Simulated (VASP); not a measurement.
# Cu (Fm-3m) in VASP: a series of runs

Aim: see how the results for Cu move with the level of theory and the settings. Levels: RPBE+D3(BJ), revPBE+D4. Tasks: single point.

Everything below comes from runs of VASP 6.6.1. Logs are shortened: lines on timing, memory, paths and dates and some standing lists are left out, and cuts for length are marked.

**1. The cell of the first run**

Symmetry: Fm-3m, No. 225, cubic system. Conventional cell: a = 3.566 Å, b = 3.566 Å, c = 3.566 Å, α = 90.00°, β = 90.00°, γ = 90.00°. Cu (site symmetry m-3m) has 12 Cu at 2.52 Å within 3.3 Å.

**2. Single point, RPBE+D3(BJ)**

File INCAR:

```
SYSTEM = Cu
ALGO     = Normal         ! electronic algorithm
EDIFF    = 1E-6           ! SCF threshold, eV
ENCUT    = 600            ! plane-wave cutoff, eV
GGA      = RP             ! functional
GGA_COMPAT= .FALSE.      
ISIF     = 2              ! what is computed and relaxed
ISMEAR   = -1             ! smearing method
IVDW     = 12             ! dispersion correction
LASPH    = .TRUE.         ! aspherical terms in the spheres
LCHARG   = .FALSE.        ! write CHGCAR
LREAL    = .FALSE.        ! projectors in reciprocal space
LWAVE    = .FALSE.        ! write WAVECAR
NBANDS   = 12             ! bands
NELM     = 120            ! most SCF steps
PREC     = Accurate       ! precision mode
SIGMA    = 0.05           ! smearing width, eV
```

File KPOINTS:

```
k-points
0
G
  13 13 13
  0 0 0
```

File POSCAR:

```
Cu
1.0
    0.0000000000      1.7830713297      1.7830713297
    1.7830713297      0.0000000000      1.7830713297
    1.7830713297      1.7830713297      0.0000000000
Cu
1
Direct
    0.0000000000      0.0000000000      0.0000000000
```

Potentials or basis: VASP PAW PBE potentials, release 64 (Cu).

Run with:

```
cat potpaw_PBE.64/Cu/POTCAR > POTCAR
mpirun -np 1 vasp_std > vasp.out
```

OUTCAR:

```text
SYSTEM = Cu
   EDIFF = 1E-6
   ENCUT = 600
   GGA = RP
   ISIF = 2
   ISMEAR = -1
   IVDW = 12
   LASPH = .TRUE.
   LREAL = .FALSE.
   NELM = 120
   PREC = Accurate
 IVDW          = 12

 ion  position               nearest neighbor table
   1  0.000  0.000  0.000-

  LATTYP: Found a face centered cubic cell.
 ALAT       =     3.5661426594

  Lattice vectors:

 A1 = (   0.0000000000,   1.7830713297,   1.7830713297)
 A2 = (   1.7830713297,   0.0000000000,   1.7830713297)
 A3 = (   1.7830713297,   1.7830713297,   0.0000000000)

Analysis of symmetry for initial positions (statically):
=====================================================================
 Subroutine PRICEL returns:
 Original cell was already a primitive cell.

 Routine SETGRP: Setting up the symmetry group for a
 face centered cubic supercell.

 Subroutine GETGRP returns: Found 48 space group operations
[... 9 lines left out ...]

 Routine SETGRP: Setting up the symmetry group for a
 face centered cubic supercell.

 Subroutine GETGRP returns: Found 48 space group operations
[... 11 lines left out ...]
                                     Primitive cell

  volume of cell :      11.3380

  direct lattice vectors                    reciprocal lattice vectors
     0.000000000  1.783071330  1.783071330    -0.280415030  0.280415030  0.280415030
     1.783071330  0.000000000  1.783071330     0.280415030 -0.280415030  0.280415030
     1.783071330  1.783071330  0.000000000     0.280415030  0.280415030 -0.280415030

  length of vectors
     2.521643657  2.521643657  2.521643657     0.485693079  0.485693079  0.485693079

  position of ions in fractional coordinates (direct lattice)
     0.000000000  0.000000000  0.000000000

  ion indices of the primitive-cell ions
   primitive index   ion index
                 1           1

----------------------------------------------------------------------------------------

 KPOINTS: k-points

Automatic generation of k-mesh.
 Grid dimensions read from file:
 generate k-points for:   13   13   13

 Generating k-lattice:

  Cartesian coordinates                     Fractional coordinates (reciprocal lattice)
    -0.021570387  0.021570387  0.021570387     0.076923077  0.000000000  0.000000000
     0.021570387 -0.021570387  0.021570387     0.000000000  0.076923077  0.000000000
     0.021570387  0.021570387 -0.021570387     0.000000000  0.000000000  0.076923077

  Length of vectors
     0.037361006  0.037361006  0.037361006

  Shift w.r.t. Gamma in fractional coordinates (k-lattice)
     0.000000000  0.000000000  0.000000000

 Subroutine IBZKPT returns following result:
 ===========================================

 Found     84 irreducible k-points:

 Following reciprocal coordinates:
            Coordinates               Weight
  0.000000  0.000000  0.000000      1.000000
  0.076923  0.000000  0.000000      8.000000
  0.153846  0.000000  0.000000      8.000000
  0.230769  0.000000  0.000000      8.000000
  0.307692  0.000000  0.000000      8.000000
  0.384615  0.000000  0.000000      8.000000
[... 16 lines left out ...]
  0.384615  0.153846  0.000000     24.000000
  0.461538  0.153846  0.000000     24.000000
 [... further k-points ...]
   k-points           NKPTS =     84   k-points in BZ     NKDIM =     84   number of bands    NBANDS=     12
   number of dos      NEDOS =    301   number of ions     NIONS =      1
   total plane-waves  NPLWV =   8000
   dimension x,y,z NGX =    20 NGY =   20 NGZ =   20
   dimension x,y,z NGXF=    40 NGYF=   40 NGZF=   40
   ions per type =               1
   NGX,Y,Z   is equivalent  to a cutoff of  13.19, 13.19, 13.19 a.u.
   NGXF,Y,Z  is equivalent  to a cutoff of  26.37, 26.37, 26.37 a.u.
 SYSTEM =  Cu
   PREC   = accura    normal or accurate (medium, high low for compatibility)
   ISTART =      0    job   : 0-new  1-cont  2-samecut
   ICHARG =      2    charge: 1-file 2-atom 10-const
   ISPIN  =      1    spin polarized calculation?
   LNONCOLLINEAR =      F non collinear calculations
   LSORBIT =      F    spin-orbit coupling
   LASPH  =      T    aspherical Exc in radial PAW
   ENCUT  =  600.0 eV  44.10 Ry    6.64 a.u.   5.04  5.04  5.04*2*pi/ulx,y,z
   NELM   =    120;   NELMIN=  2; NELMDL= -5     # of ELM steps
   EDIFF  = 0.1E-05   stopping-criterion for ELM
   LREAL  =      F    real-space projection
   EDIFFG = 0.1E-04   stopping-criterion for IOM
   NSW    =      0    number of steps for IOM
   IBRION =     -1    ionic relax: 0-MD 1-quasi-New 2-CG
   NFREE  =      0    steps in history (QN), initial steepest desc. (CG)
   ISIF   =      2    stress and relaxation
   ISYM   =      2    0-nonsym 1-usesym 2-fastsym
   POTIM  = 0.5000    time-step for ionic-motion
   TEBEG  =    0.0;   TEEND  =   0.0 temperature during run
   PSTRESS=    0.0 pullay stress
   NELECT =      11.0000    total number of electrons
   NUPDOWN=      -1.0000    fix difference up-down
   EMIN   =  10.00;   EMAX   =-10.00  energy-range for DOS
   EFERMI =   0.00;   METHOD = LEGACY
   ISMEAR =    -1;   SIGMA  =   0.05  broadening in eV -4-tet -1-fermi 0-gaus
   EFERMI_NEDOS =   21; number of points for ismear=-14 and -15
   IALGO  =     38    algorithm
   IMIX   =      4    mixing-type and parameters
     AMIX     =   0.40;   BMIX     =  1.00
     AMIX_MAG =   1.60;   BMIX_MAG =  1.00
  volume/ion in A,a.u.               =      11.34        76.51
  Fermi-wavevector in a.u.,A,eV,Ry     =   1.620667  3.062616 35.736521  2.626560
  Thomas-Fermi vector in A             =   2.714568
   LORBIT       =      0    0 simple, 1 ext, 2 COOP (PROOUT), +10 PAW based schemes
   GGA     = RP    functional components
   LHFCALC =     F    Hartree Fock is set to
   AEXX    =    0.0000 exact exchange contribution
   IVDW    =    12    specifies the selected vdW correction
   LEPSILON=     F    determine dielectric tensor
   LRPA    =     F    only Hartree local field effects (RPA)
 non-spin polarized calculation
  energy-cutoff  :      600.00
  volume of cell :       11.34
 maximum number of plane-waves:       388
   NGX =  9   NGY =  9   NGZ =  9

 number of electron      11.0000013 magnetization

 Free energy of the ion-electron system (eV)
  ---------------------------------------------------
  ext. energy  EPLUGINS =         0.00000000
  ---------------------------------------------------
  free energy    TOTEN  =        -3.21203147 eV

  energy without entropy =       -3.20929146  energy(sigma->0) =       -3.21066146

 E-fermi :   8.4456     XC(G=0): -12.8301

 val. band max:        8.2598709225   @ k =   0.4615   0.2308   0.0000
 cond. band min:       8.4670690465   @ k =   0.4615   0.3077   0.0000
 fundamental gap:      0.2071981241
 Fermi energy:         8.4456126078

 k-point     1 :       0.0000    0.0000    0.0000
  band No.  band energies     occupation
      1      -1.4013      2.00000
      2       5.1009      2.00000
      3       5.1009      2.00000
      4       5.1009      2.00000
      5       5.9729      2.00000
      6       5.9729      2.00000
      7      31.1208      0.00000
      8      34.1751      0.00000
      9      34.1751      0.00000
     10      34.1751      0.00000
     11      36.6782      0.00000
     12      36.6782      0.00000

 k-point     2 :       0.0769    0.0000    0.0000
  band No.  band energies     occupation
      1      -1.1798      2.00000
      2       5.0526      2.00000
      3       5.1431      2.00000
      4       5.1431      2.00000
      5       5.9565      2.00000
      6       5.9565      2.00000
      7      29.8238      0.00000
      8      32.2693      0.00000
      9      33.5527      0.00000
     10      33.5527      0.00000
     11      37.5942      0.00000
     12      37.5942      0.00000

 k-point     3 :       0.1538    0.0000    0.0000
  band No.  band energies     occupation
      1      -0.5308      2.00000
      2       4.9344      2.00000
      3       5.2341      2.00000
      4       5.2341      2.00000
      5       5.9409      2.00000
      6       5.9409      2.00000
      7      26.0029      0.00000
      8      31.7155      0.00000
      9      32.6285      0.00000
     10      32.6285      0.00000
     11      38.4460      0.00000
     12      38.9623      0.00000

 k-point     4 :       0.2308    0.0000    0.0000
  band No.  band energies     occupation
      1       0.4833      2.00000
      2       4.8319      2.00000
      3       5.2724      2.00000
      4       5.2724      2.00000
      5       6.0188      2.00000
      6       6.0188      2.00000
      7      22.0192      0.00000
      8      31.2058      0.00000
      9      31.8931      0.00000
     10      31.8931      0.00000
     11      37.9052      0.00000
     12      37.9052      0.00000

 k-point     5 :       0.3077    0.0000    0.0000
  band No.  band energies     occupation
      1       1.6773      2.00000
      2       4.9385      2.00000
      3       5.2134      2.00000
      4       5.2134      2.00000
      5       6.2149      2.00000
      6       6.2149      2.00000
      7      18.3027      0.00000
      8      30.5513      0.00000
      9      31.4022      0.00000
     10      31.4022      0.00000
     11      36.1268      0.00000
     12      36.1268      0.00000
[... 228 lines left out ...]
      1       0.4985      2.00000
      2       4.6092      2.00000
      3       5.3931      2.00000
      4       5.5022      2.00000
      5       5.7377      2.00000
      6       6.1729      2.00000
      7      25.2175      0.00000
      8      27.8729      0.00000
      9      29.0840      0.00000
     10      30.9688      0.00000
     11      34.0866      0.00000
     12      41.2853      0.00000

 k-point    22 :       0.3077    0.1538    0.0000
  band No.  band energies     occupation
      1       1.5369      2.00000
      2       4.4970      2.00000
      3       5.2077      2.00000
      4       5.5296      2.00000
      5       6.1308      2.00000
      6       6.3220      2.00000
      7      21.3299      0.00000
      8      27.1037      0.00000
      9      28.2153      0.00000
     10      30.1488      0.00000
     11      35.6747      0.00000
     12      40.5031      0.00000

 k-point    23 :       0.3846    0.1538    0.0000
  band No.  band energies     occupation
      1       2.6007      2.00000
      2       4.5394      2.00000
      3       5.0438      2.00000
      4       5.4707      2.00000
      5       6.4955      2.00000
      6       6.7966      2.00000
      7      17.7227      0.00000
      8      26.7961      0.00000
      9      26.8934      0.00000
     10      29.4118      0.00000
     11      38.5358      0.00000
     12      39.8072      0.00000

 k-point    24 :       0.4615    0.1538    0.0000
  band No.  band energies     occupation
      1       3.2200      2.00000
      2       4.7083      2.00000
      3       5.1055      2.00000
      4       5.3903      2.00000
      5       6.5937      2.00000
      6       7.9168      1.99995
      7      14.5691      0.00000
      8      25.5260      0.00000
      9      26.9880      0.00000
     10      29.1811      0.00000
     11      39.1460      0.00000
     12      39.1557      0.00000

 [... further k-points ...]

------------------------ aborting loop because EDIFF is reached ----------------------------------------

 Edisp (eV)   -2.99859

 E8    (eV) :    -1.9167

  FORCE on cell =-STRESS in cart. coord.  units (eV):
  Direction    XX          YY          ZZ          XY          YZ          ZX
  --------------------------------------------------------------------------------------
  -------------------------------------------------------------------------------------
  Total      -1.94503    -1.94503    -1.94503    -0.00000    -0.00000     0.00000
  in kB    -274.85308  -274.85308  -274.85308    -0.00000    -0.00000     0.00000
  external pressure =     -274.85 kB  Pullay stress =        0.00 kB

 VOLUME and BASIS-vectors are now :
 -----------------------------------------------------------------------------
  energy-cutoff  :      600.00
  volume of cell :       11.34
      direct lattice vectors                 reciprocal lattice vectors
     0.000000000  1.783071330  1.783071330    -0.280415030  0.280415030  0.280415030
     1.783071330  0.000000000  1.783071330     0.280415030 -0.280415030  0.280415030
     1.783071330  1.783071330  0.000000000     0.280415030  0.280415030 -0.280415030

 POSITION                                       TOTAL-FORCE (eV/Angst)
 -----------------------------------------------------------------------------------
      0.00000      0.00000      0.00000         0.000000      0.000000      0.000000
 -----------------------------------------------------------------------------------
    total drift:                               -0.000000     -0.000000     -0.000000

  FREE ENERGIE OF THE ION-ELECTRON SYSTEM (eV)
  ---------------------------------------------------
  free  energy   TOTEN  =        -6.2106187952 eV

  energy  without entropy=       -6.2078787888  energy(sigma->0) =       -6.20924879
```

Wall time 6.9 s (1 thread of AMD EPYC 9R45 (Zen 5), shared host); peak memory 0.11 GiB.

What came out:

```
Free energy                : -6.2106 eV
Pressure                   : -27.5 GPa
Dispersion energy per atom : -2.999 eV
```

Levels at points of the mesh, in eV from the Fermi level:
| k point | band 4 | band 5 | band 6 | band 7 | band 8 | band 9 |
| --- | --- | --- | --- | --- | --- | --- |
| (0.00, 0.00, 0.00) | -3.34 | -2.47 | -2.47 | 22.68 | 25.73 | 25.73 |

Caveat: the PAW data sets were made with another functional, which shifts forces and pressure a little; pairwise dispersion overbinds metals, which lowers pressure and volume.

**3. Single point, revPBE+D4**

This run uses another cell than the first one, of 11.10 Å³/atom, 0.979 times its volume.

File INCAR:

```
PREC = Accurate ; ENCUT = 600
EDIFF = 1E-6 ; ISMEAR = -1
SIGMA = 0.05 ; LREAL = F
LASPH = T ; NELM = 120
ALGO = Normal ; ISIF = 2
LWAVE = F ; LCHARG = T
GGA = RE ; IVDW = 13
LELF = T ; LVHAR = T
NBANDS = 12 ; GGA_COMPAT = F
```

File KPOINTS:

```
regular mesh
0
Gamma
  13 13 13
```

File POSCAR:

```
Cu
1.0
    0.0000000000      1.7706018915      1.7706018915
    1.7706018915      0.0000000000      1.7706018915
    1.7706018915      1.7706018915      0.0000000000
Cu
1
Direct
    0.0000000000      0.0000000000      0.0000000000
```

Potentials or basis: VASP PAW PBE potentials, release 64 (Cu).

Run with:

```
cat potpaw_PBE.64/Cu/POTCAR > POTCAR
mpirun -np 1 vasp_std > vasp.out
```

It took 8.3 s on 1 thread of AMD EPYC 9R45 (Zen 5), shared host; peak memory 0.1 GiB.

It converged, with:

| Quantity | Value |
| --- | --- |
| Free energy | -4.3358 eV |
| Pressure | 2.6 GPa |
| Dispersion energy per atom | -1.041 eV |

Levels at points of the mesh, in eV from the Fermi level:
```csv
k point,band 2,band 3,band 4,band 5,band 6,band 7,band 8,band 9,band 10,band 11
"(0.00, 0.00, 0.00)",-3.42,-3.42,-3.42,-2.52,-2.52,22.85,26.05,26.05,26.05,28.59
```

Caveat: the PAW data sets were made with another functional, which shifts forces and pressure a little; pairwise dispersion overbinds metals, which lowers pressure and volume.
